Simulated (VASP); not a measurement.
# Ru2C (Fd-3m) in VASP: single point with PBE

Aim: the single point of Ru2C with PBE.

Everything below comes from runs of VASP 6.6.1. Logs are shortened: lines on timing, memory, paths and dates and some standing lists are left out, and cuts for length are marked.

## (1) The cell of the first run

The structure is cubic, space group Fd-3m (No. 227). Conventional cell: a = 7.004 Å, b = 7.004 Å, c = 7.004 Å, α = 90.00°, β = 90.00°, γ = 90.00°. Ru (site symmetry -3m) has 6 Ru at 2.48 Å and 6 C at 2.90 Å within 3.3 Å. Within 3.8 Å of C (site symmetry -43m) lie 12 Ru at 2.90 Å and 4 C at 3.03 Å.

The cell was built from a structure type or drawn by symmetry, and may not be a known phase.

## (2) Single point, PBE, collinear spin, ferromagnetic start

INCAR

```
SYSTEM = Ru2C
ALGO = Normal
EDIFF = 1E-6
ENCUT = 520
GGA = PE
ISIF = 2
ISMEAR = 0
ISPIN = 2
LASPH = .True.
LCHARG = .False.
LMAXMIX = 4
LORBIT = 11
LREAL = .False.
LWAVE = .False.
MAGMOM = 0.45 0.45 0.45 0.45 0 0
NBANDS = 45
NELM = 150
PREC = Accurate
SIGMA = 0.1
```

KPOINTS

```
k-points
0
Gamma
  10 10 10
  0 0 0
```

POSCAR

```
Ru2C
1.0
    0.0000000000      3.5020540760      3.5020540760
    3.5020540760      0.0000000000      3.5020540760
    3.5020540760      3.5020540760      0.0000000000
Ru C
4 2
Direct
    0.1250000000      0.1250000000      0.1250000000
    0.6250000000      0.1250000000      0.1250000000
    0.1250000000      0.1250000000      0.6250000000
    0.1250000000      0.6250000000      0.1250000000
    0.5000000000      0.5000000000      0.5000000000
    0.7500000000      0.7500000000      0.7500000000
```

Potentials or basis: VASP PAW PBE potentials, release 64 (Ru_pv, C).

Started as:

```
cat potpaw_PBE.64/Ru_pv/POTCAR potpaw_PBE.64/C/POTCAR > POTCAR
mpirun -np 1 vasp_std > vasp.out
```

OUTCAR:

```text
SYSTEM = Ru2C
   EDIFF = 1E-6
   ENCUT = 520
   GGA = PE
   ISIF = 2
   ISMEAR = 0
   ISPIN = 2
   LASPH = .True.
   LORBIT = 11
   LREAL = .False.
   NELM = 150
   PREC = Accurate

 ion  position               nearest neighbor table
   1  0.125  0.125  0.125-   2 2.48   3 2.48   4 2.48   3 2.48   4 2.48   2 2.48
   2  0.625  0.125  0.125-   1 2.48   3 2.48   4 2.48   1 2.48   3 2.48   4 2.48
   3  0.125  0.125  0.625-   1 2.48   1 2.48   2 2.48   4 2.48   4 2.48   2 2.48
   4  0.125  0.625  0.125-   1 2.48   3 2.48   1 2.48   2 2.48   3 2.48   2 2.48
   5  0.500  0.500  0.500-
   6  0.750  0.750  0.750-

  LATTYP: Found a face centered cubic cell.
 ALAT       =     7.0041081520

  Lattice vectors:

 A1 = (   0.0000000000,   3.5020540760,   3.5020540760)
 A2 = (   3.5020540760,   0.0000000000,   3.5020540760)
 A3 = (   3.5020540760,   3.5020540760,   0.0000000000)

Analysis of symmetry for initial positions (statically):
=====================================================================
 Subroutine PRICEL returns:
 Original cell was already a primitive cell.

 Routine SETGRP: Setting up the symmetry group for a
 face centered cubic supercell.

 Subroutine GETGRP returns: Found 48 space group operations
 (whereof 24 operations were pure point group operations)
 out of a pool of 48 trial point group operations.

The static configuration has the point symmetry T_d .
 The point group associated with its full space group is O_h .

Analysis of symmetry for dynamics (positions and initial velocities):
=====================================================================
 Subroutine PRICEL returns:
 Original cell was already a primitive cell.

 Routine SETGRP: Setting up the symmetry group for a
 face centered cubic supercell.

 Subroutine GETGRP returns: Found 48 space group operations
 (whereof 24 operations were pure point group operations)
 out of a pool of 48 trial point group operations.

The dynamic configuration has the point symmetry T_d .
 The point group associated with its full space group is O_h .

Analysis of structural, dynamic, and magnetic symmetry:
=====================================================================
 Subroutine PRICEL returns:
 Original cell was already a primitive cell.

 Routine SETGRP: Setting up the symmetry group for a
 face centered cubic supercell.

 Subroutine GETGRP returns: Found 48 space group operations
 (whereof 24 operations were pure point group operations)
 out of a pool of 48 trial point group operations.

The overall configuration has the point symmetry T_d .
 The point group associated with its full space group is O_h .

 Subroutine INISYM returns: Found 48 space group operations
 (whereof 24 operations are pure point group operations),
 and found     1 'primitive' translations

----------------------------------------------------------------------------------------

                                     Primitive cell

  volume of cell :      85.9011

  direct lattice vectors                    reciprocal lattice vectors
     0.000000000  3.502054076  3.502054076    -0.142773352  0.142773352  0.142773352
     3.502054076  0.000000000  3.502054076     0.142773352 -0.142773352  0.142773352
     3.502054076  3.502054076  0.000000000     0.142773352  0.142773352 -0.142773352

  length of vectors
     4.952652370  4.952652370  4.952652370     0.247290700  0.247290700  0.247290700

  position of ions in fractional coordinates (direct lattice)
     0.125000000  0.125000000  0.125000000
     0.625000000  0.125000000  0.125000000
     0.125000000  0.125000000  0.625000000
     0.125000000  0.625000000  0.125000000
     0.500000000  0.500000000  0.500000000
     0.750000000  0.750000000  0.750000000

  ion indices of the primitive-cell ions
   primitive index   ion index
                 1           1
                 2           2
                 3           3
                 4           4
                 5           5
                 6           6

----------------------------------------------------------------------------------------

 KPOINTS: k-points

Automatic generation of k-mesh.
 Grid dimensions read from file:
 generate k-points for:   10   10   10

 Generating k-lattice:

  Cartesian coordinates                     Fractional coordinates (reciprocal lattice)
    -0.014277335  0.014277335  0.014277335     0.100000000  0.000000000  0.000000000
     0.014277335 -0.014277335  0.014277335     0.000000000  0.100000000  0.000000000
     0.014277335  0.014277335 -0.014277335     0.000000000  0.000000000  0.100000000

  Length of vectors
     0.024729070  0.024729070  0.024729070

  Shift w.r.t. Gamma in fractional coordinates (k-lattice)
     0.000000000  0.000000000  0.000000000

 Subroutine IBZKPT returns following result:
 ===========================================

 Found     47 irreducible k-points:

 Following reciprocal coordinates:
            Coordinates               Weight
  0.000000  0.000000  0.000000      1.000000
  0.100000  0.000000  0.000000      8.000000
  0.200000  0.000000  0.000000      8.000000
  0.300000  0.000000  0.000000      8.000000
  0.400000  0.000000  0.000000      8.000000
  0.500000  0.000000  0.000000      4.000000
[... 16 lines left out ...]
  0.300000  0.300000  0.000000      6.000000
  0.400000  0.300000  0.000000     24.000000
 [... further k-points ...]
   k-points           NKPTS =     47   k-points in BZ     NKDIM =     47   number of bands    NBANDS=     45
   number of dos      NEDOS =    301   number of ions     NIONS =      6
   total plane-waves  NPLWV =  64000
   dimension x,y,z NGX =    40 NGY =   40 NGZ =   40
   dimension x,y,z NGXF=    80 NGYF=   80 NGZF=   80
   ions per type =               4   2
   NGX,Y,Z   is equivalent  to a cutoff of  13.43, 13.43, 13.43 a.u.
   NGXF,Y,Z  is equivalent  to a cutoff of  26.85, 26.85, 26.85 a.u.
 SYSTEM =  Ru2C
   PREC   = accura    normal or accurate (medium, high low for compatibility)
   ISTART =      0    job   : 0-new  1-cont  2-samecut
   ICHARG =      2    charge: 1-file 2-atom 10-const
   ISPIN  =      2    spin polarized calculation?
   LNONCOLLINEAR =      F non collinear calculations
   LSORBIT =      F    spin-orbit coupling
   LASPH  =      T    aspherical Exc in radial PAW
   ENCUT  =  520.0 eV  38.22 Ry    6.18 a.u.   9.21  9.21  9.21*2*pi/ulx,y,z
   NELM   =    150;   NELMIN=  2; NELMDL= -5     # of ELM steps
   EDIFF  = 0.1E-05   stopping-criterion for ELM
   LREAL  =      F    real-space projection
[... 7 lines left out ...]
   TEBEG  =    0.0;   TEEND  =   0.0 temperature during run
   PSTRESS=    0.0 pullay stress
   NELECT =      64.0000    total number of electrons
   NUPDOWN=      -1.0000    fix difference up-down
   EMIN   =  10.00;   EMAX   =-10.00  energy-range for DOS
   EFERMI =   0.00;   METHOD = LEGACY
   ISMEAR =     0;   SIGMA  =   0.10  broadening in eV -4-tet -1-fermi 0-gaus
   EFERMI_NEDOS =   21; number of points for ismear=-14 and -15
   IALGO  =     38    algorithm
   IMIX   =      4    mixing-type and parameters
     AMIX     =   0.40;   BMIX     =  1.00
     AMIX_MAG =   1.60;   BMIX_MAG =  1.00
  volume/ion in A,a.u.               =      14.32        96.61
  Fermi-wavevector in a.u.,A,eV,Ry     =   1.484119  2.804578 29.968306  2.202608
  Thomas-Fermi vector in A             =   2.597695
   LORBIT       =     11    0 simple, 1 ext, 2 COOP (PROOUT), +10 PAW based schemes
   GGA     = PE    functional components
   LHFCALC =     F    Hartree Fock is set to
   AEXX    =    0.0000 exact exchange contribution
   IVDW    =     0    specifies the selected vdW correction
   LEPSILON=     F    determine dielectric tensor
   LRPA    =     F    only Hartree local field effects (RPA)
 spin polarized calculation
 Gauss-broadening in eV      SIGMA  =   0.10
  energy-cutoff  :      520.00
  volume of cell :       85.90
 maximum number of plane-waves:      2334
 NGX is ok and might be reduce to    40
   NGX = 19   NGY = 19   NGZ = 19

 number of electron      63.9999989 magnetization       2.3901425

 Free energy of the ion-electron system (eV)
  ---------------------------------------------------
  ext. energy  EPLUGINS =         0.00000000
  ---------------------------------------------------
  free energy    TOTEN  =       -39.89022736 eV

  energy without entropy =      -39.85347717  energy(sigma->0) =      -39.87185226

 E-fermi :   8.5061     XC(G=0): -12.3578

 val. band max:        8.5053201942   @ k =   0.5000   0.1000   0.0000
 cond. band min:       8.5078951643   @ k =  -0.4000   0.2000   0.1000
 fundamental gap:      0.0025749702
 Fermi energy:         8.5060757413

 spin component 1

 k-point     1 :       0.0000    0.0000    0.0000
  band No.  band energies     occupation
      1     -36.2044      1.00000
      2     -35.1902      1.00000
      3     -35.1902      1.00000
      4     -35.1902      1.00000
      5     -34.8483      1.00000
      6     -34.8483      1.00000
[... 1117 lines left out ...]
     43      14.9612      0.00000
     44      16.5212      0.00000

 [... further k-points ...]

 spin component 2

 k-point     1 :       0.0000    0.0000    0.0000
  band No.  band energies     occupation
      1     -35.8294      1.00000
      2     -34.7298      1.00000
      3     -34.7298      1.00000
      4     -34.7298      1.00000
      5     -34.3291      1.00000
      6     -34.3291      1.00000
[... 1117 lines left out ...]
     43      15.1316      0.00000
     44      16.6677      0.00000

 [... further k-points ...]

 [bands above 44 left out]

------------------------ aborting loop because EDIFF is reached ----------------------------------------

  FORCE on cell =-STRESS in cart. coord.  units (eV):
  Direction    XX          YY          ZZ          XY          YZ          ZX
  --------------------------------------------------------------------------------------
  -------------------------------------------------------------------------------------
  Total        0.0593825      0.0593825      0.0593825      0.0000000      0.0000000     -0.0000000
  in kB        1.1075675      1.1075675      1.1075675      0.0000000      0.0000000     -0.0000000
  external PRESSURE =       1.1075675 kB  Pullay stress =       0.0000000 kB

 VOLUME and BASIS-vectors are now :
 -----------------------------------------------------------------------------
  energy-cutoff  :      520.00
  volume of cell :       85.90
      direct lattice vectors                 reciprocal lattice vectors
     0.000000000  3.502054076  3.502054076    -0.142773352  0.142773352  0.142773352
     3.502054076  0.000000000  3.502054076     0.142773352 -0.142773352  0.142773352
     3.502054076  3.502054076  0.000000000     0.142773352  0.142773352 -0.142773352

 POSITION                                       TOTAL-FORCE (eV/Angst)
 -----------------------------------------------------------------------------------
      0.87551      0.87551      0.87551         0.000000      0.000000      0.000000
      0.87551      2.62654      2.62654         0.000000      0.000000      0.000000
      2.62654      2.62654      0.87551         0.000000      0.000000      0.000000
      2.62654      0.87551      2.62654         0.000000      0.000000      0.000000
      3.50205      3.50205      3.50205        -0.000000     -0.000000     -0.000000
      5.25308      5.25308      5.25308        -0.000000     -0.000000     -0.000000
 -----------------------------------------------------------------------------------
    total drift:                                0.000000     -0.000000      0.000000

  FREE ENERGIE OF THE ION-ELECTRON SYSTEM (eV)
  ---------------------------------------------------
  free  energy   TOTEN  =       -39.8902273557 eV

  energy  without entropy=      -39.8534771658  energy(sigma->0) =      -39.87185226

 total charge

# of ion       s       p       d       tot
------------------------------------------
    1        0.375   6.242   6.078  12.695
    2        0.375   6.242   6.078  12.695
    3        0.375   6.242   6.078  12.695
    4        0.375   6.242   6.078  12.695
    5        1.036   0.941   0.000   1.977
    6        1.036   0.941   0.000   1.977
--------------------------------------------------
tot          3.572  26.851  24.311  54.734

 magnetization (x)

# of ion       s       p       d       tot
------------------------------------------
    1        0.011   0.002   0.598   0.611
    2        0.011   0.002   0.598   0.611
    3        0.011   0.002   0.598   0.611
    4        0.011   0.002   0.598   0.611
    5        0.008  -0.055   0.000  -0.047
    6        0.008  -0.055   0.000  -0.047
--------------------------------------------------
tot          0.061  -0.100   2.391   2.352
```

Run time: 8.3 min. Hardware: 1 thread of AMD EPYC 9R14 (Zen 4), shared host; peak memory 0.41 GiB.

What came out:

```yaml
Free_energy: -39.8902 eV
Pressure: 0.1 GPa
Net_moment: 2.39 μB per cell
Site_moments: Ru +0.61; C -0.05 μB
Valence_electrons_inside_the_program's_atomic_spheres: Ru 12.70; C 1.98
```

Levels at points of the mesh, in eV from the Fermi level:
Spin up:
```
           k point  band 30  band 31  band 32  band 33  band 34  band 35  band 36  band 37
(0.00, 0.00, 0.00)    -0.17    -0.04    -0.04    -0.04     0.09     0.09     1.33     1.33
(0.50, 0.00, 0.00)    -0.39    -0.39    -0.26     0.04     0.04     0.15     0.32     0.32
(0.50, 0.50, 0.00)    -1.90    -1.50    -1.50    -0.25    -0.25     0.02     0.02     1.60
```
Spin down:
| k point | band 29 | band 30 | band 31 | band 32 | band 33 | band 34 |
| --- | --- | --- | --- | --- | --- | --- |
| (0.00, 0.00, 0.00) | 0.47 | 0.47 | 0.50 | 0.50 | 0.50 | 0.72 |
| (0.50, 0.00, 0.00) | -1.18 | -0.01 | -0.01 | 0.07 | 0.36 | 0.61 |
| (0.50, 0.50, 0.00) | -1.40 | -1.40 | -1.07 | -1.07 | 0.23 | 0.23 |
